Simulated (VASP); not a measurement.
## H16CO7: single point with PBE+D3(BJ)

H16CO7:

```
CELL_PARAMETERS angstrom
6.47684 0.00000 0.00000
0.00000 6.47684 0.00000
0.00000 0.00000 6.47684
ATOMIC_POSITIONS crystal
O 0.31403 0.08046 0.90526
O 0.00404 0.24157 0.17011
O 0.78287 0.52946 0.94792
O 0.04397 0.79798 0.72460
O 0.61323 0.43637 0.53415
O 0.17067 0.54919 0.40378
O 0.76371 0.85242 0.36839
H 0.29473 0.93916 0.83984
H 0.42938 0.06294 0.99360
H 0.92692 0.33360 0.07377
H 0.11857 0.16715 0.09994
H 0.85920 0.63094 0.86108
H 0.65855 0.49164 0.86505
H 0.94394 0.88750 0.65782
H 0.10289 0.71989 0.60281
H 0.69511 0.54578 0.47854
H 0.66983 0.32145 0.45365
H 0.09281 0.42536 0.35445
H 0.30641 0.49512 0.44355
H 0.45528 0.84657 0.33901
H 0.88210 0.82298 0.28134
H 0.58527 0.01576 0.16707
H 0.57920 0.77203 0.10062
C 0.58490 0.87432 0.24191
```

```yaml
Program: VASP 6.6.1
Task: single point
Functional: PBE
Dispersion: D3(BJ)
Potentials_or_basis: VASP PAW PBE potentials, release 64 (O, H, C)
Cutoff: 520 eV
k_mesh: 1 × 1 × 1
Occupations: fermi-dirac, width 0.02 eV
Spin: no spin polarisation
```

```yaml
Pressure: 0.1 GPa
Largest_force: 2.767 eV/Å
Band_gap_on_the_k_mesh: 4.52 eV
Dispersion_energy_per_atom: -0.030 eV
```

Forces on the atoms (eV/Å):
```
O   -1.001 -1.163 -1.271
O   -0.185 -0.175  0.499
O   -0.823  0.028 -0.431
O    0.360 -0.433 -0.455
O   -0.476 -1.146 -0.164
O    0.107  0.011  0.285
O    0.021 -0.574  0.142
H   -0.454  1.444  0.543
H    1.077  0.005  0.655
H    0.495 -0.234 -0.181
H   -0.566  0.528 -0.406
H    0.210 -0.342  0.075
H    1.003  0.080  0.287
H   -0.134  0.334 -0.108
H   -0.382 -0.263  0.419
H    0.546  1.467 -0.270
H   -0.263 -0.224  0.367
H    0.222  0.160 -0.317
H    0.043  0.036 -0.010
H   -1.004  0.074  0.380
H    0.207  0.070 -0.175
H    0.055  2.757 -0.235
H    0.236 -0.337  1.167
C    0.705 -2.102 -0.797
```

Stress tensor (GPa, compression positive):
```
 0.03  0.25  0.19
 0.25  0.79 -1.53
 0.19 -1.53 -0.66
```

Levels at points of the mesh, in eV from the valence-band top:
| k point | band 28 | band 29 | band 30 | band 31 | band 32 | band 33 | band 34 | band 35 |
| --- | --- | --- | --- | --- | --- | --- | --- | --- |
| (0.00, 0.00, 0.00) | -0.54 | -0.52 | -0.22 | 0.00 | 4.52 | 7.10 | 7.35 | 7.94 |

Wall time 17 s on 1 thread of Intel(R) Xeon(R) 6975P-C (Granite Rapids), with other jobs on the host, peak memory 0.3 GiB.

Caveat: the k points lie up to 0.97 Å⁻¹ apart.
